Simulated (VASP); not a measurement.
# TaWC2 (R-3m) in VASP: notebook, part 2 of 2

VASP 6.6.1. The steps go on from the part before.

## (4) Single point, LDA+U

INCAR reads:

```
SYSTEM = TaWC2
  PREC = Accurate
  ENCUT = 520
  EDIFF = 1E-6
  ISMEAR = -1
  SIGMA = 0.05
  LREAL = .FALSE.
  LASPH = .TRUE.
  NELM = 150
  ALGO = Normal
  ISIF = 2
  LWAVE = .FALSE.
  LCHARG = .FALSE.
  LMAXMIX = 4
  LDAU = .TRUE.
  LDAUTYPE = 2
  LDAUL = 2 2 -1
  LDAUU = 8 8 0
  LDAUJ = 0 0 0
  LDAUPRINT = 1
  NBANDS = 24
```

KPOINTS reads:

```
Automatic mesh
0
G
  10 10 10
  0 0 0
```

POSCAR reads:

```
TaWC2
1.0
    1.5718551461      0.9075109917      5.1016196719
   -1.5718551461      0.9075109917      5.1016196719
    0.0000000000     -1.8150219835      5.1016196719
W Ta C
1 1 2
Direct
    0.0000000000      0.0000000000      0.0000000000
    0.5000000000      0.5000000000      0.5000000000
    0.2509330000      0.2509330000      0.2509330000
    0.7490670000      0.7490670000      0.7490670000
```

Potentials or basis: VASP PAW LDA potentials, release 64 (W_sv, Ta_pv, C).

Command:

```
cat potpaw_LDA.64/W_sv/POTCAR potpaw_LDA.64/Ta_pv/POTCAR potpaw_LDA.64/C/POTCAR > POTCAR
mpirun -np 1 vasp_std > vasp.out
```

OUTCAR:

```text
SYSTEM = TaWC2
   PREC = Accurate
   ENCUT = 520
   EDIFF = 1E-6
   ISMEAR = -1
   LREAL = .FALSE.
   LASPH = .TRUE.
   NELM = 150
   ISIF = 2

 ion  position               nearest neighbor table
   1  0.000  0.000  0.000-   4 2.21   4 2.21   3 2.21   3 2.21   4 2.21   3 2.21   2 3.13   2 3.13
                             2 3.13   2 3.13   2 3.13   2 3.13
   2  0.500  0.500  0.500-   3 2.23   3 2.23   4 2.23   4 2.23   3 2.23   4 2.23   1 3.13   1 3.13
                             1 3.13   1 3.13   1 3.13   1 3.13
   3  0.251  0.251  0.251-   1 2.21   1 2.21   1 2.21   2 2.23   2 2.23   2 2.23
   4  0.749  0.749  0.749-   1 2.21   1 2.21   1 2.21   2 2.23   2 2.23   2 2.23

  LATTYP: Found a trigonal (rhomboedric) cell.
 ALAT       =     5.4148710120
 COS(alpha) =     0.8314693846

  Lattice vectors:

 A1 = (   1.5718551461,   0.9075109917,   5.1016196719)
 A2 = (  -1.5718551461,   0.9075109917,   5.1016196719)
 A3 = (   0.0000000000,  -1.8150219835,   5.1016196719)

Analysis of symmetry for initial positions (statically):
=====================================================================
 Subroutine PRICEL returns:
 Original cell was already a primitive cell.

 Routine SETGRP: Setting up the symmetry group for a
 trigonal (rhombohedral) supercell.

 Subroutine GETGRP returns: Found 12 space group operations
 (whereof 12 operations were pure point group operations)
 out of a pool of 12 trial point group operations.

The static configuration has the point symmetry D_3d.

Analysis of symmetry for dynamics (positions and initial velocities):
=====================================================================
 Subroutine PRICEL returns:
 Original cell was already a primitive cell.

 Routine SETGRP: Setting up the symmetry group for a
 trigonal (rhombohedral) supercell.

 Subroutine GETGRP returns: Found 12 space group operations
 (whereof 12 operations were pure point group operations)
 out of a pool of 12 trial point group operations.

The dynamic configuration has the point symmetry D_3d.

 Subroutine INISYM returns: Found 12 space group operations
 (whereof 12 operations are pure point group operations),
 and found     1 'primitive' translations

----------------------------------------------------------------------------------------

                                     Primitive cell

  volume of cell :      43.6640

[... 152 lines left out ...]

 occupancies and eigenvectors

  o =  0.2976  v = -0.9154  0.0000 -0.0000 -0.4025  0.0000  0.0000  0.0000  0.0000  0.0000  0.0000      0.0000  0.0000  0.0000  0.0000  0.0000  0.0000  0.0000  0.0000  0.0000  0.0000
  o =  0.2976  v =  0.0000  0.0000  0.0000  0.0000  0.0000 -0.9154  0.0000 -0.0000 -0.4025  0.0000      0.0000  0.0000  0.0000  0.0000  0.0000  0.0000  0.0000  0.0000  0.0000  0.0000
  o =  0.2976  v =  0.0000  0.4025 -0.0000  0.0000  0.9154  0.0000  0.0000  0.0000  0.0000  0.0000      0.0000  0.0000  0.0000  0.0000  0.0000  0.0000  0.0000  0.0000  0.0000  0.0000
  o =  0.2976  v =  0.0000  0.0000  0.0000  0.0000  0.0000  0.0000  0.4025 -0.0000  0.0000  0.9154      0.0000  0.0000  0.0000  0.0000  0.0000  0.0000  0.0000  0.0000  0.0000  0.0000
  o =  0.3264  v =  0.0000 -0.0000 -1.0000  0.0000 -0.0000  0.0000  0.0000  0.0000  0.0000  0.0000      0.0000  0.0000  0.0000  0.0000  0.0000  0.0000  0.0000  0.0000  0.0000  0.0000
  o =  0.3264  v =  0.0000  0.0000  0.0000  0.0000  0.0000  0.0000 -0.0000 -1.0000  0.0000 -0.0000      0.0000  0.0000  0.0000  0.0000  0.0000  0.0000  0.0000  0.0000  0.0000  0.0000
  o =  0.3476  v = -0.4025 -0.0000  0.0000  0.9154 -0.0000  0.0000  0.0000  0.0000  0.0000  0.0000      0.0000  0.0000  0.0000  0.0000  0.0000  0.0000  0.0000  0.0000  0.0000  0.0000
  o =  0.3476  v =  0.0000  0.0000  0.0000  0.0000  0.0000 -0.4025 -0.0000  0.0000  0.9154 -0.0000      0.0000  0.0000  0.0000  0.0000  0.0000  0.0000  0.0000  0.0000  0.0000  0.0000
  o =  0.3476  v =  0.0000  0.0000  0.0000  0.0000  0.0000  0.0000  0.9154 -0.0000  0.0000 -0.4025      0.0000  0.0000  0.0000  0.0000  0.0000  0.0000  0.0000  0.0000  0.0000  0.0000
  o =  0.3476  v =  0.0000  0.9154 -0.0000  0.0000 -0.4025  0.0000  0.0000  0.0000  0.0000  0.0000      0.0000  0.0000  0.0000  0.0000  0.0000  0.0000  0.0000  0.0000  0.0000  0.0000

atom =   2  type =  2  l = 2

 onsite density matrix

spin component  1

  0.2211  0.0000  0.0000  0.0401  0.0000
  0.0000  0.2178 -0.0000  0.0000  0.0401
  0.0000 -0.0000  0.1865 -0.0000  0.0000
  0.0401  0.0000 -0.0000  0.2178 -0.0000
  0.0000  0.0401  0.0000 -0.0000  0.2211

spin component  2

  0.2211  0.0000  0.0000  0.0401  0.0000
  0.0000  0.2178 -0.0000  0.0000  0.0401
  0.0000 -0.0000  0.1865 -0.0000  0.0000
  0.0401  0.0000 -0.0000  0.2178 -0.0000
  0.0000  0.0401  0.0000 -0.0000  0.2211

 occupancies and eigenvectors

  o =  0.1793  v =  0.0000  0.7216  0.0000  0.0000 -0.6923  0.0000  0.0000  0.0000  0.0000  0.0000      0.0000  0.0000  0.0000  0.0000  0.0000  0.0000  0.0000  0.0000  0.0000  0.0000
  o =  0.1793  v =  0.0000  0.0000  0.0000  0.0000  0.0000  0.0000  0.7216  0.0000  0.0000 -0.6923      0.0000  0.0000  0.0000  0.0000  0.0000  0.0000  0.0000  0.0000  0.0000  0.0000
  o =  0.1793  v =  0.0000  0.0000  0.0000  0.0000  0.0000 -0.6923  0.0000  0.0000  0.7216  0.0000      0.0000  0.0000  0.0000  0.0000  0.0000  0.0000  0.0000  0.0000  0.0000  0.0000
  o =  0.1793  v = -0.6923  0.0000  0.0000  0.7216  0.0000  0.0000  0.0000  0.0000  0.0000  0.0000      0.0000  0.0000  0.0000  0.0000  0.0000  0.0000  0.0000  0.0000  0.0000  0.0000
  o =  0.1865  v =  0.0000 -0.0000  1.0000 -0.0000  0.0000  0.0000  0.0000  0.0000  0.0000  0.0000      0.0000  0.0000  0.0000  0.0000  0.0000  0.0000  0.0000  0.0000  0.0000  0.0000
  o =  0.1865  v =  0.0000  0.0000  0.0000  0.0000  0.0000  0.0000 -0.0000  1.0000 -0.0000  0.0000      0.0000  0.0000  0.0000  0.0000  0.0000  0.0000  0.0000  0.0000  0.0000  0.0000
  o =  0.2596  v = -0.7216  0.0000 -0.0000 -0.6923 -0.0000  0.0000  0.0000  0.0000  0.0000  0.0000      0.0000  0.0000  0.0000  0.0000  0.0000  0.0000  0.0000  0.0000  0.0000  0.0000
  o =  0.2596  v =  0.0000  0.0000  0.0000  0.0000  0.0000 -0.7216  0.0000 -0.0000 -0.6923 -0.0000      0.0000  0.0000  0.0000  0.0000  0.0000  0.0000  0.0000  0.0000  0.0000  0.0000
  o =  0.2596  v =  0.0000  0.6923  0.0000 -0.0000  0.7216  0.0000  0.0000  0.0000  0.0000  0.0000      0.0000  0.0000  0.0000  0.0000  0.0000  0.0000  0.0000  0.0000  0.0000  0.0000
  o =  0.2596  v =  0.0000  0.0000  0.0000  0.0000  0.0000  0.0000  0.6923  0.0000 -0.0000  0.7216      0.0000  0.0000  0.0000  0.0000  0.0000  0.0000  0.0000  0.0000  0.0000  0.0000

 number of electron      33.0000000 magnetization

 Free energy of the ion-electron system (eV)
  ---------------------------------------------------
  ext. energy  EPLUGINS =         0.00000000
  ---------------------------------------------------
  free energy    TOTEN  =       -32.14482795 eV

  energy without entropy =      -32.13199263  energy(sigma->0) =      -32.13841029

 E-fermi :  11.0831     XC(G=0): -13.5967

 val. band max:       11.0755882585   @ k =  -0.3000   0.4000   0.3000
 cond. band min:      11.0898107227   @ k =   0.5000   0.3000   0.0000
 fundamental gap:      0.0142224642
 Fermi energy:        11.0830531017

 k-point     1 :       0.0000    0.0000    0.0000
  band No.  band energies     occupation
      1     -65.0336      2.00000
      2     -29.4800      2.00000
      3     -29.3323      2.00000
      4     -29.3323      2.00000
      5     -26.3688      2.00000
      6     -26.0140      2.00000
[... 637 lines left out ...]
     23      16.9655      0.00000
     24      17.5949      0.00000

 [... further k-points ...]
[... 5 lines left out ...]
  --------------------------------------------------------------------------------------
  -------------------------------------------------------------------------------------
  Total        1.4106209      1.4106209      1.4129089      0.0000000     -0.0000000      0.0000000
  in kB       51.7603430     51.7603430     51.8442981      0.0000000     -0.0000000      0.0000000
  external PRESSURE =      51.7883281 kB  Pullay stress =       0.0000000 kB

 VOLUME and BASIS-vectors are now :
 -----------------------------------------------------------------------------
  energy-cutoff  :      520.00
  volume of cell :       43.66
      direct lattice vectors                 reciprocal lattice vectors
     1.571855146  0.907510992  5.101619672     0.318095469  0.183652505  0.065338727
    -1.571855146  0.907510992  5.101619672    -0.318095469  0.183652505  0.065338727
     0.000000000 -1.815021984  5.101619672     0.000000000 -0.367305009  0.065338727

 POSITION                                       TOTAL-FORCE (eV/Angst)
 -----------------------------------------------------------------------------------
      0.00000      0.00000      0.00000         0.000000      0.000000     -0.000000
      0.00000     -0.00000      7.65243         0.000000     -0.000000     -0.000000
      0.00000     -0.00000      3.84049         0.000000     -0.000000      0.016107
      0.00000     -0.00000     11.46436         0.000000      0.000000     -0.016107
 -----------------------------------------------------------------------------------
    total drift:                                0.000000      0.000000      0.000000

  FREE ENERGIE OF THE ION-ELECTRON SYSTEM (eV)
  ---------------------------------------------------
  free  energy   TOTEN  =       -32.1448279450 eV

  energy  without entropy=      -32.1319926324  energy(sigma->0) =      -32.13841029
```

Wall time 1.9 min (1 thread of Intel Xeon 6975P-C (Granite Rapids), shared host); peak memory 0.29 GiB.

What came out:

| Item | Value |
| --- | --- |
| Free energy | -32.1448 eV |
| Pressure | 5.2 GPa |
| Largest force | 0.016 eV/Å |
| Band gap on the k mesh | zero (an odd number of electrons rules out a gap without spin polarisation) |

Forces in eV/Å, atoms in the order of the input:
```
W    0.000  0.000  0.000
Ta   0.000  0.000  0.000
C    0.000  0.000  0.016
C    0.000  0.000 -0.016
```

Levels at points of the mesh, in eV from the Fermi level:
```
           k point  band 12  band 13  band 14  band 15  band 16  band 17  band 18  band 19  band 20  band 21
(0.00, 0.00, 0.00)    -6.07    -2.04    -2.04    -1.85    -1.23    -1.23    -1.18    -0.07    -0.07     2.30
(0.50, 0.00, 0.00)    -5.80    -5.70    -4.98    -4.59    -1.49    -0.69     1.67     2.19     3.56     3.90
(0.50, 0.50, 0.00)    -5.98    -5.74    -5.08    -2.68    -2.63     1.53     1.88     1.88     2.62     3.94
(0.50, 0.50, 0.50)    -4.94    -4.94    -4.48    -4.48    -0.99    -0.99    -0.02     0.59     0.59     0.65
```

Eigenvalues of the final occupation matrices:
```tsv
site	spin	trace	eigenvalues
site 1 d	1	1.62	0.30 0.30 0.33 0.35 0.35
site 1 d	2	1.62	0.30 0.30 0.33 0.35 0.35
site 2 d	1	1.06	0.18 0.18 0.19 0.26 0.26
site 2 d	2	1.06	0.18 0.18 0.19 0.26 0.26
```

Caveat: the cell stands under pressure; spin-orbit coupling is left out, which moves the levels of the heavy elements; U without spin polarisation on a metal has little footing; the U is typed as a test and isn't derived for this compound.

## (5) Single point, PBEsol+U

INCAR reads:

```
  ALGO = Normal
  EDIFF = 1E-6
  ENCUT = 520
  GGA = PS
  ISIF = 2
  ISMEAR = -1
  LASPH = True
  LCHARG = True
  LDAU = True
  LDAUJ = 0 0 0
  LDAUL = 2 2 -1
  LDAUPRINT = 1
  LDAUTYPE = 2
  LDAUU = 6 6 0
  LELF = True
  LMAXMIX = 4
  LREAL = False
  LVHAR = True
  LWAVE = False
  NBANDS = 24
  NELM = 150
  PREC = Accurate
  SIGMA = 0.05
```

KPOINTS reads:

```
k-points
0
Gamma
  10 10 10
```

POSCAR is that of step 4.

Potentials or basis: VASP PAW PBE potentials, release 64 (W_sv, Ta_pv, C).

Command:

```
cat potpaw_PBE.64/W_sv/POTCAR potpaw_PBE.64/Ta_pv/POTCAR potpaw_PBE.64/C/POTCAR > POTCAR
mpirun -np 1 vasp_std > vasp.out
```

OUTCAR:

```text
EDIFF = 1E-6
   ENCUT = 520
   GGA = PS
   ISIF = 2
   ISMEAR = -1
   LASPH = True
   LREAL = False
   NELM = 150
   PREC = Accurate

 ion  position               nearest neighbor table
   1  0.000  0.000  0.000-   4 2.21   4 2.21   3 2.21   3 2.21   4 2.21   3 2.21   2 3.13   2 3.13
                             2 3.13   2 3.13   2 3.13   2 3.13
   2  0.500  0.500  0.500-   3 2.23   3 2.23   4 2.23   4 2.23   3 2.23   4 2.23   1 3.13   1 3.13
                             1 3.13   1 3.13   1 3.13   1 3.13
   3  0.251  0.251  0.251-   1 2.21   1 2.21   1 2.21   2 2.23   2 2.23   2 2.23
[... 920 lines left out ...]
  --------------------------------------------------------------------------------------
  -------------------------------------------------------------------------------------
  Total        1.3215172      1.3215172      1.3764817      0.0000000     -0.0000000      0.0000000
  in kB       48.4908340     48.4908340     50.5076643      0.0000000     -0.0000000      0.0000000
  external PRESSURE =      49.1631108 kB  Pullay stress =       0.0000000 kB

 VOLUME and BASIS-vectors are now :
 -----------------------------------------------------------------------------
  energy-cutoff  :      520.00
  volume of cell :       43.66
      direct lattice vectors                 reciprocal lattice vectors
     1.571855146  0.907510992  5.101619672     0.318095469  0.183652505  0.065338727
    -1.571855146  0.907510992  5.101619672    -0.318095469  0.183652505  0.065338727
     0.000000000 -1.815021984  5.101619672     0.000000000 -0.367305009  0.065338727

 POSITION                                       TOTAL-FORCE (eV/Angst)
 -----------------------------------------------------------------------------------
      0.00000      0.00000      0.00000         0.000000      0.000000      0.000000
      0.00000     -0.00000      7.65243         0.000000      0.000000      0.000000
      0.00000     -0.00000      3.84049         0.000000     -0.000000      0.074132
      0.00000     -0.00000     11.46436         0.000000      0.000000     -0.074132
 -----------------------------------------------------------------------------------
    total drift:                                0.000000      0.000000      0.000000

  FREE ENERGIE OF THE ION-ELECTRON SYSTEM (eV)
  ---------------------------------------------------
  free  energy   TOTEN  =       -34.5565493993 eV

  energy  without entropy=      -34.5436322034  energy(sigma->0) =      -34.55009080
```

stdout:

```text
POSCAR found type information on POSCAR W TaC
 POSCAR found :  3 types and       4 ions
 scaLAPACK will be used
 -----------------------------------------------------------------------------
|                                                                             |
|                                                                             |
|     You enforced a specific xc type in the INCAR file but a different       |
|     I HOPE YOU KNOW WHAT YOU ARE DOING!                                     |
|                                                                             |
 -----------------------------------------------------------------------------

 LDA part: xc-table for (Slater+PW92), standard interpolation
 POSCAR, INCAR and KPOINTS ok, starting setup
 FFT: planning ... GRIDC
 FFT: planning ... GRID_SOFT
 FFT: planning ... GRID
 WAVECAR not read
 entering main loop
```

It took 3.2 min on 1 thread of Intel Xeon Platinum 8488C (Sapphire Rapids), shared host; peak memory 0.33 GiB.

What came out:

| Quantity | Value |
| --- | --- |
| Free energy | -34.5565 eV |
| Pressure | 4.9 GPa |
| Largest force | 0.074 eV/Å |
| Band gap on the k mesh | zero (an odd number of electrons rules out a gap without spin polarisation) |

Forces in eV/Å, atoms in the order of the input:
```
W    0.000  0.000  0.000
Ta   0.000  0.000  0.000
C    0.000  0.000  0.074
C    0.000  0.000 -0.074
```

Stress tensor (GPa, compression positive):
```
4.85 0.00 0.00
0.00 4.85 0.00
0.00 0.00 5.05
```

Eigenvalues of the final occupation matrices:
```tsv
site	spin	trace	eigenvalues
site 1 d	1	1.63	0.31 0.31 0.33 0.35 0.35
site 1 d	2	1.63	0.31 0.31 0.33 0.35 0.35
site 2 d	1	1.09	0.19 0.19 0.20 0.26 0.26
site 2 d	2	1.09	0.19 0.19 0.20 0.26 0.26
```

Caveat: the cell stands under pressure; the PAW data sets were made with another functional, which shifts forces and pressure a little; spin-orbit coupling is left out, which moves the levels of the heavy elements; U without spin polarisation on a metal has little footing; the U is typed as a test and isn't derived for this compound.

## (6) Relaxation of cell and atoms, PBEsol+U

INCAR reads:

```
SYSTEM = TaWC2
PREC = Accurate
ENCUT = 600
EDIFF = 1E-7
ISMEAR = -1
SIGMA = 0.05
LREAL = .False.
LASPH = .True.
NELM = 150
ALGO = Normal
ISIF = 3
LWAVE = .False.
LCHARG = .False.
LMAXMIX = 4
LDAU = .True.
LDAUTYPE = 2
LDAUL = 2 2 -1
LDAUU = 6 6 0
LDAUJ = 0 0 0
LDAUPRINT = 1
GGA = PS
IBRION = 2
NSW = 60
EDIFFG = -0.01
```

KPOINTS reads:

```
regular mesh
0
Gamma
  10 10 10
  0 0 0
```

POSCAR is that of step 5.

Potentials or basis: VASP PAW PBE potentials, release 64 (W_sv, Ta_pv, C).

Command:

```
cat potpaw_PBE.64/W_sv/POTCAR potpaw_PBE.64/Ta_pv/POTCAR potpaw_PBE.64/C/POTCAR > POTCAR
mpirun -np 1 vasp_std > vasp.out
```

Run time: 16 min. Hardware: 1 thread of Intel Xeon Platinum 8488C (Sapphire Rapids), shared host; peak memory 0.44 GiB.

It converged, with:

```yaml
Free_energy: -34.5714 eV
Relaxed_volume: 11.07 Å³/atom
Relaxed_cell: a = 5.442 Å, b = 5.442 Å, c = 5.442 Å, α = 33.73°, β = 33.73°, γ = 33.73°
Space_group_after_relaxing_to_0.1_Å: R-3m (No. 166)
Energy_gained_by_relaxing: 2.4 meV/atom
Ionic_steps: 6
Pressure_after_relaxing: 0.0 GPa
```

The path:
```csv
step,energy change (eV),largest force (eV/Å),pressure (GPa),volume (Å³)
1,0.0000,0.0756,4.86,43.66
2,0.0424,0.0220,-10.63,45.79
3,-0.0093,0.0441,-0.08,44.29
4,-0.0093,0.0447,0.01,44.28
5,-0.0094,0.0120,0.03,44.27
6,-0.0094,0.0003,0.04,44.27
```

Final structure:
```
W Ta C
1.0
     1.57875    0.91149    5.12734
    -1.57875    0.91149    5.12734
     0.00000   -1.82299    5.12734
W Ta C
1 1 2
Direct
  0.00000 0.00000 0.00000
  0.50000 0.50000 0.50000
  0.25117 0.25117 0.25117
  0.74883 0.74883 0.74883
```

Levels at points of the mesh, in eV from the Fermi level:
| k point | band 13 | band 14 | band 15 | band 16 | band 17 | band 18 | band 19 | band 20 |
| --- | --- | --- | --- | --- | --- | --- | --- | --- |
| (0.00, 0.00, 0.00) | -2.03 | -2.03 | -1.88 | -1.11 | -1.11 | -1.05 | -0.11 | -0.11 |
| (0.50, 0.00, 0.00) | -5.62 | -4.90 | -4.50 | -1.43 | -0.72 | 1.59 | 2.13 | 3.41 |
| (0.50, 0.50, 0.00) | -5.64 | -5.03 | -2.57 | -2.52 | 1.42 | 1.79 | 1.84 | 2.55 |
| (0.50, 0.50, 0.50) | -4.92 | -4.37 | -4.37 | -0.95 | -0.95 | 0.03 | 0.49 | 0.49 |

Eigenvalues of the final occupation matrices:
| site | spin | trace | eigenvalues |
| --- | --- | --- | --- |
| site 1 d | 1 | 1.62 | 0.30 0.30 0.33 0.34 0.34 |
| site 1 d | 2 | 1.62 | 0.30 0.30 0.33 0.34 0.34 |
| site 2 d | 1 | 1.08 | 0.19 0.19 0.19 0.26 0.26 |
| site 2 d | 2 | 1.08 | 0.19 0.19 0.19 0.26 0.26 |

Caveat: the highest band is partly filled, so the run has too few bands; the PAW data sets were made with another functional, which shifts forces and pressure a little; spin-orbit coupling is left out, which moves the levels of the heavy elements; the U is typed as a test and isn't derived for this compound.

## (7) Summary

```csv
task,level,potentials or basis,U,cell,cutoff (eV),gap on the mesh (eV),pressure (GPa),largest force (eV/Å)
single point,LDA+U,"VASP PAW LDA potentials, release 64 (W_sv, Ta_pv, C)","Ta d U = 5.0 eV, W d U = 5.0 eV",as given,520,none,-2.9,0.08
single point,LDA+U,"VASP PAW LDA potentials, release 64 (W_sv, Ta_pv, C)","Ta d U = 6.0 eV, W d U = 6.0 eV",as given,520,none,-0.3,0.06
single point,LDA+U,"VASP PAW LDA potentials, release 64 (W_sv, Ta_pv, C)","Ta d U = 8.0 eV, W d U = 8.0 eV",as given,520,none,5.2,0.02
single point,PBEsol+U,"VASP PAW PBE potentials, release 64 (W_sv, Ta_pv, C)","Ta d U = 6.0 eV, W d U = 6.0 eV",as given,520,none,4.9,0.07
relaxation of cell and atoms,PBEsol+U,"VASP PAW PBE potentials, release 64 (W_sv, Ta_pv, C)","Ta d U = 6.0 eV, W d U = 6.0 eV",relaxed,600,-,0.0,-
```

Alike in all rows: no spin polarisation; k mesh 10 × 10 × 10; smearing fermi-dirac 0.05 eV.

Caveats: spin-orbit coupling is left out, which moves the levels of the heavy elements; the U is typed as a test and isn't derived for this compound; U without spin polarisation on a metal has little footing (at least some runs); the cell stands under pressure (at least some runs); the PAW data sets were made with another functional, which shifts forces and pressure a little (at least some runs); the highest band is partly filled, so the run has too few bands (at least some runs).

Total energies depend on the potentials used, so only differences within one code and one set of settings carry meaning.

The gap in the log of VASP goes by the Fermi energy; the results here count the filled bands.